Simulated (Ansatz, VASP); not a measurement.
Two plane-wave programs on Sr

```xyz
2
Lattice="3.7468 0.0000 0.0000 -1.8734 3.2449 0.0000 0.0000 0.0000 6.3920" Properties=species:S:1:pos:R:3 pbc="T T T"
Sr    0.0000    2.1632    1.5980
Sr    1.8734    1.0816    4.7940
```

Alike in both runs: task single point; functional PBEsol; k mesh 15 × 15 × 8; occupations gaussian, width 0.1 eV; no spin polarisation.

|  | VASP | Ansatz |
| --- | --- | --- |
| version | VASP 6.6.1 | Ansatz 0.2.0 |
| potentials or method | VASP PAW PBE potentials, release 64 (Sr_sv), cutoff 520 eV | scalar-relativistic, plane waves, PAW |
| valence electrons in the cell | 20 | 20 |

VASP gave:

* gap on the k mesh at the Fermi level (eV): none
* pressure (GPa): 5.5
* traceless stress, the component that is largest in VASP (GPa): -0.94

Task: Which values does Ansatz return?

Result: gap on the k mesh at the Fermi level (eV): none; pressure (GPa): 5.5; traceless stress, the component that is largest in VASP (GPa): -0.93.

VASP's potentials were made for PBE, not for PBEsol. A gap of «none» marks a metal or a gap that the smearing closes. With one functional, cell and mesh, what is left measures potentials, basis and numerics.
